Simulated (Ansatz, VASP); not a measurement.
# Ru: VASP beside Ansatz

```
Ru
1.0
     2.67402    0.00000    0.00000
    -1.33701    2.31577    0.00000
     0.00000    0.00000    4.22626
Ru
2
Direct
  0.33333 0.66667 0.25000
  0.66667 0.33333 0.75000
```

Alike in both runs: task single point; functional LDA; k mesh 18 × 18 × 10; occupations fermi-dirac, width 0.05 eV; no spin polarisation.

```csv
,VASP,Ansatz
version,VASP 6.6.1,Ansatz 0.2.0
potentials or method,"VASP PAW LDA potentials, release 64 (Ru_pv), cutoff 520 eV","all-electron LAPW, scalar-relativistic"
```

Ansatz gave:

- pressure (GPa): 0.1
- traceless stress, the component that is largest in VASP (GPa): 0.00

Q: Estimate VASP's values.

A: Pressure (GPa): 1.0; traceless stress, the component that is largest in VASP (GPa): 0.06.

LDA's correlation is that of Perdew and Zunger in VASP and of Perdew and Wang (1992) in Ansatz. Ansatz ran all-electron here, and VASP with PAW potentials.
